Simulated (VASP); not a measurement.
# Mg3Te2O (P6/mmm) in VASP: further runs, part 2 of 3

VASP 6.6.1. The steps go on from the part before.

### Step 3. Relaxation of cell and atoms, PBE

This run uses another cell than the first one, of 24.93 Å³/atom.

INCAR

```
SYSTEM = Mg3Te2O
ALGO = Normal
EDIFF = 1E-6
EDIFFG = -0.04
ENCUT = 600
GGA = PE
IBRION = 2
ISIF = 3
ISMEAR = 0
LASPH = .TRUE.
LCHARG = .FALSE.
LREAL = .FALSE.
LWAVE = .FALSE.
NELM = 60
NSW = 90
PREC = Accurate
SIGMA = 0.1
```

KPOINTS

```
k-points
0
G
  6 6 2
  0 0 0
```

POSCAR

```
Mg3Te2O
1.0
    4.7926813600      0.0000000000      0.0000000000
   -2.3963406800      4.1505838100      0.0000000000
    0.0000000000      0.0000000000      7.5188403300
Mg Te O
3 2 1
Direct
    0.5000000000      0.0000000000      0.0000000000
    0.0000000000      0.5000000000      0.0000000000
    0.5000000000      0.5000000000      0.0000000000
    0.3333333300      0.6666666700      0.5000000000
    0.6666666700      0.3333333300      0.5000000000
    0.0000000000      0.0000000000      0.0000000000
```

Potentials or basis: VASP PAW PBE potentials, release 64 (Mg, Te, O).

Run with:

```sh
$ cat potpaw_PBE.64/Mg/POTCAR potpaw_PBE.64/Te/POTCAR potpaw_PBE.64/O/POTCAR > POTCAR
$ mpirun -np 1 vasp_std > vasp.out
```

OUTCAR:

```text
SYSTEM = Mg3Te2O
   EDIFF = 1E-6
   EDIFFG = -0.04
   ENCUT = 600
   GGA = PE
   IBRION = 2
   ISIF = 3
   ISMEAR = 0
   LASPH = .TRUE.
   LREAL = .FALSE.
   NELM = 60
   NSW = 90
   PREC = Accurate

 ion  position               nearest neighbor table
   1  0.500  0.000  0.000-   2 2.40   3 2.40   3 2.40   2 2.40   6 2.40   6 2.40
   2  0.000  0.500  0.000-   1 2.40   6 2.40   6 2.40   1 2.40   3 2.40   3 2.40
   3  0.500  0.500  0.000-   1 2.40   6 2.40   1 2.40   6 2.40   2 2.40   2 2.40
   4  0.333  0.667  0.500-   5 2.77   5 2.77   5 2.77
   5  0.667  0.333  0.500-   4 2.77   4 2.77   4 2.77
   6  0.000  0.000  0.000-   2 2.40   3 2.40   2 2.40   3 2.40   1 2.40   1 2.40

  LATTYP: Found a hexagonal cell.
 ALAT       =     4.7926813600
 C/A-ratio  =     1.5688170703

  Lattice vectors:

 A1 = (   4.7926813600,   0.0000000000,   0.0000000000)
 A2 = (  -2.3963406800,   4.1505838100,   0.0000000000)
 A3 = (   0.0000000000,   0.0000000000,   7.5188403300)

Analysis of symmetry for initial positions (statically):
=====================================================================
 Subroutine PRICEL returns:
 Original cell was already a primitive cell.

 Routine SETGRP: Setting up the symmetry group for a
 hexagonal supercell.

 Subroutine GETGRP returns: Found 24 space group operations
 (whereof 24 operations were pure point group operations)
[... 275 lines left out ...]
  FREE ENERGIE OF THE ION-ELECTRON SYSTEM (eV)
  ---------------------------------------------------
  free  energy   TOTEN  =       -15.3802655267 eV

  energy  without entropy=      -15.3324837952  energy(sigma->0) =      -15.35637466

 E-fermi :   4.8948     XC(G=0):  -9.2536

 val. band max:        4.8739564942   @ k =   0.1667   0.0000   0.0000
 cond. band min:       4.9011223624   @ k =   0.3333  -0.0000   0.5000
 fundamental gap:      0.0271658682
 Fermi energy:         4.8948159105

 k-point     1 :       0.0000    0.0000    0.0000
  band No.  band energies     occupation
      1     -10.9415      2.00000
      2      -8.2698      2.00000
      3      -5.0900      2.00000
      4      -0.1681      2.00000
      5       0.2355      2.00000
      6       0.2355      2.00000
[... 243 lines left out ...]
      3      -6.9042      2.00000
      4      -1.1200      2.00000
      5      -1.1200      2.00000
      6      -0.4047      2.00000
[... 8 lines left out ...]
     15       8.8406      0.00000
     16       8.8406      0.00000

[... ionic steps 4 to 11 ...]

--------------------------------------- Ionic step       12  -------------------------------------------

 number of electron      24.0000003 magnetization

------------------------ aborting loop because EDIFF is reached ----------------------------------------
[... 75 lines left out ...]
--------------------------------------- Ionic step       14  -------------------------------------------

 number of electron      23.9999998 magnetization

 Free energy of the ion-electron system (eV)
  ---------------------------------------------------
  ext. energy  EPLUGINS =         0.00000000
  ---------------------------------------------------
  free energy    TOTEN  =       -16.86768979 eV

  energy without entropy =      -16.84780768  energy(sigma->0) =      -16.85774874

 E-fermi :   3.7687     XC(G=0):  -8.7557

 val. band max:        3.7217161834   @ k =   0.5000   0.0000   0.0000
 cond. band min:       3.7842628023   @ k =   0.3333  -0.0000   0.5000
 fundamental gap:      0.0625466189
 Fermi energy:         3.7686669967

 k-point     1 :       0.0000    0.0000    0.0000
  band No.  band energies     occupation
      1     -11.7379      2.00000
      2      -8.7487      2.00000
      3      -6.1124      2.00000
      4      -0.7773      2.00000
      5      -0.3192      2.00000
      6      -0.3192      2.00000
[... 288 lines left out ...]
  FREE ENERGIE OF THE ION-ELECTRON SYSTEM (eV)
  ---------------------------------------------------
  free  energy   TOTEN  =       -16.8676897937 eV

  energy  without entropy=      -16.8478076777  energy(sigma->0) =      -16.85774874

 reached required accuracy - stopping structural energy minimisation
```

OSZICAR:

```text
N       E                     dE             d eps       ncg     rms          rms(c)
DAV:   1     0.110854129673E+03    0.11085E+03   -0.93315E+03   448   0.133E+03
DAV:   2    -0.588947911756E+01   -0.11674E+03   -0.11456E+03   640   0.179E+02
DAV:   3    -0.165481855562E+02   -0.10659E+02   -0.10546E+02   608   0.628E+01
[... 172 lines left out ...]
DAV:   5    -0.168679992140E+02    0.96737E-03   -0.37706E-03   528   0.333E-01    0.311E-01
DAV:   6    -0.168678054053E+02    0.19381E-03   -0.36572E-04   640   0.105E-01    0.219E-01
DAV:   7    -0.168676973286E+02    0.10808E-03   -0.19640E-04   488   0.715E-02    0.638E-02
DAV:   8    -0.168676889711E+02    0.83576E-05   -0.71142E-05   560   0.417E-02    0.217E-02
DAV:   9    -0.168676897937E+02   -0.82259E-06   -0.48708E-06   480   0.129E-02
  14 F= -.16867690E+02 E0= -.16857749E+02  d E =-.719827E-01
```

CONTCAR:

```text
Mg3Te2O
   1.00000000000000
     5.5912942576666902   -0.0000000000000000   -0.0000000000000000
    -2.7956471288333451    4.8422028671670940    0.0000000000000000
    -0.0000000000000000   -0.0000000000000000    5.3131319082037729
  Mg              Te              O
     3     2     1
Direct
     0.5000000000000000    0.0000000000000000    0.0000000000000000
     0.0000000000000000    0.5000000000000000    0.0000000000000000
     0.5000000000000000    0.5000000000000000    0.0000000000000000
     0.3333333300000021    0.6666666699999979    0.5000000000000000
     0.6666666699999979    0.3333333300000021    0.5000000000000000
     0.0000000000000000    0.0000000000000000    0.0000000000000000

  0.00000000E+00  0.00000000E+00  0.00000000E+00
  0.00000000E+00  0.00000000E+00  0.00000000E+00
  0.00000000E+00  0.00000000E+00  0.00000000E+00
  0.00000000E+00  0.00000000E+00  0.00000000E+00
  0.00000000E+00  0.00000000E+00  0.00000000E+00
  0.00000000E+00  0.00000000E+00  0.00000000E+00
```

Run time: 8 min. Hardware: 1 thread of Intel Xeon Platinum 8375C at 2.90GHz (Ice Lake), shared host; peak memory 0.35 GiB.

What came out:

- Free energy: -16.8677 eV
- Relaxed volume: 23.97 Å³/atom
- Relaxed cell: a = 5.591 Å, b = 5.591 Å, c = 5.313 Å, α = 90.00°, β = 90.00°, γ = 120.00°
- Space group after relaxing (to 0.1 Å): P6/mmm (No. 191)
- Energy gained by relaxing: 527.2 meV/atom
- Ionic steps: 14
- Pressure after relaxing: -0.2 GPa
- Band gap on the k mesh: zero (bands 12 and 13 overlap by 1.40 eV)

The path:
| step | energy change (eV) | largest force (eV/Å) | pressure (GPa) | volume (Å³) |
| --- | --- | --- | --- | --- |
| 1 | 0.0000 | 0.0000 | 12.05 | 149.57 |
| 2 | -1.5906 | 0.0000 | -3.18 | 192.37 |
| 3 | -1.6757 | 0.0000 | -1.09 | 180.73 |
| 4 | -1.6778 | 0.0000 | -1.41 | 182.16 |
| 5 | -1.8166 | 0.0000 | -1.37 | 176.75 |
| 6 | -2.3002 | 0.0000 | -1.05 | 160.36 |
| 7 | -2.8064 | 0.0000 | 7.27 | 126.73 |
| 8 | -2.7412 | 0.0000 | 0.00 | 146.88 |
| 9 | -3.0379 | 0.0000 | 2.30 | 136.85 |
| 10 | -3.0417 | 0.0000 | 3.11 | 134.77 |
| 11 | -3.0909 | 0.0000 | 2.98 | 135.19 |
| 12 | -3.0912 | 0.0000 | 2.97 | 135.18 |
| 13 | -3.1496 | 0.0000 | 1.24 | 139.67 |
| 14 | -3.1631 | 0.0000 | -0.16 | 143.85 |

Final structure:
```yaml
crystal:
  lattice:
    - [5.59129, 0.00000, 0.00000]
    - [-2.79565, 4.84220, 0.00000]
    - [0.00000, 0.00000, 5.31313]
  atoms:
    - { symbol: Mg, position: [0.50000, 0.00000, 0.00000] }
    - { symbol: Mg, position: [0.00000, 0.50000, 0.00000] }
    - { symbol: Mg, position: [0.50000, 0.50000, 0.00000] }
    - { symbol: Te, position: [0.33333, 0.66667, 0.50000] }
    - { symbol: Te, position: [0.66667, 0.33333, 0.50000] }
    - { symbol: O, position: [0.00000, 0.00000, 0.00000] }
```

Levels at points of the mesh, in eV from the Fermi level:
```tsv
k point	band 8	band 9	band 10	band 11	band 12	band 13	band 14	band 15	band 16
(0.00, 0.00, 0.00)	-2.31	-2.31	-1.93	-0.49	-0.10	-0.10	0.37	3.54	3.54
(0.50, 0.00, 0.00)	-3.08	-1.81	-1.27	-0.72	-0.46	-0.05	0.78	3.04	3.16
(0.00, 0.00, 0.50)	-2.04	-2.04	-0.82	-0.52	-0.52	1.12	1.12	1.62	3.67
(0.50, 0.00, 0.50)	-2.34	-1.38	-0.52	-0.22	0.99	1.14	1.76	2.74	3.24
```

Caveat: the k points lie up to 0.59 Å⁻¹ apart in the final cell, too coarse for converged energies and pressures of a metal; a cell axis changed by over 15 % at a fixed basis, so the end point is rough; spin-orbit coupling is left out, which moves the levels of the heavy elements.

### Step 4. Relaxation of cell and atoms, PBE

This run uses another cell than the first one, of 23.86 Å³/atom.

INCAR

```
ALGO     = Normal         # electronic algorithm
EDIFF    = 1E-6           # SCF threshold, eV
EDIFFG   = -0.04          # ionic threshold
ENCUT    = 600            # plane-wave cutoff, eV
GGA      = PE             # functional
IBRION   = 2              # ionic algorithm
ISIF     = 3              # what is computed and relaxed
ISMEAR   = 0              # smearing method
LASPH    = T              # aspherical terms in the spheres
LCHARG   = F              # write CHGCAR
LREAL    = F              # projectors in reciprocal space
LWAVE    = F              # write WAVECAR
NELM     = 60             # most SCF steps
NSW      = 90             # ionic steps
PREC     = Accurate       # precision mode
SIGMA    = 0.1            # smearing width, eV
```

KPOINTS

```
k-points
0
Gamma
  6 6 4
```

POSCAR

```
Mg3Te2O
1.0
    5.5809272134      0.0000000000      0.0000000000
   -2.7904636067      4.8332247435      0.0000000000
    0.0000000000      0.0000000000      5.3075738428
Mg Te O
3 2 1
Direct
    0.5000000000      0.0000000000      0.0000000000
    0.0000000000      0.5000000000      0.0000000000
    0.5000000000      0.5000000000      0.0000000000
    0.3333333333      0.6666666667      0.5000000000
    0.6666666667      0.3333333333      0.5000000000
    0.0000000000      0.0000000000      0.0000000000
```

Run with:

```sh
$ cat potpaw_PBE.64/Mg/POTCAR potpaw_PBE.64/Te/POTCAR potpaw_PBE.64/O/POTCAR > POTCAR
$ mpirun -np 1 vasp_std > vasp.out
```

Wall time 92 s (1 thread of Intel Xeon Platinum 8375C at 2.90GHz (Ice Lake), shared host); peak memory 0.34 GiB.

Results (log left out):

```
Free energy                           : -16.3117 eV
Relaxed volume                        : 24.07 Å³/atom
Relaxed cell                          : a = 5.592 Å, b = 5.592 Å, c = 5.335 Å, α = 90.00°, β = 90.00°, γ = 120.00°
Space group after relaxing (to 0.1 Å) : P6/mmm (No. 191)
Energy gained by relaxing             : 0.4 meV/atom
Ionic steps                           : 2
Pressure after relaxing               : 0.0 GPa
Band gap on the k mesh                : zero (bands 12 and 13 overlap by 1.62 eV)
```

Stress tensor (GPa, compression positive):
```
-0.09  0.00  0.00
 0.00 -0.09  0.00
 0.00  0.00  0.27
```

Step by step:
| step | energy change (eV) | largest force (eV/Å) | pressure (GPa) | volume (Å³) |
| --- | --- | --- | --- | --- |
| 1 | 0.0000 | 0.0000 | 0.41 | 143.17 |
| 2 | -0.0024 | 0.0000 | 0.03 | 144.45 |

Final structure:
```
Mg Te O
1.0
     5.59167    0.00000    0.00000
    -2.79583    4.84253    0.00000
     0.00000    0.00000    5.33453
Mg Te O
3 2 1
Direct
  0.50000 0.00000 0.00000
  0.00000 0.50000 0.00000
  0.50000 0.50000 0.00000
  0.33333 0.66667 0.50000
  0.66667 0.33333 0.50000
  0.00000 0.00000 0.00000
```

Levels at points of the mesh, in eV from the Fermi level:
| k point | band 9 | band 10 | band 11 | band 12 | band 13 | band 14 | band 15 | band 16 |
| --- | --- | --- | --- | --- | --- | --- | --- | --- |
| (0.00, 0.00, 0.00) | -2.48 | -2.01 | -0.63 | -0.15 | -0.15 | 0.10 | 3.32 | 3.32 |
| (0.50, 0.00, 0.00) | -1.99 | -1.51 | -0.86 | -0.58 | -0.17 | 0.77 | 2.86 | 3.05 |
| (0.00, 0.00, 0.50) | -2.24 | -0.96 | -0.52 | -0.52 | 0.96 | 0.96 | 1.40 | 3.45 |
| (0.50, 0.00, 0.50) | -1.57 | -0.65 | -0.22 | 0.97 | 0.99 | 1.59 | 2.51 | 3.00 |

Caveat: spin-orbit coupling is left out, which moves the levels of the heavy elements.

[end of part 2 of 3]
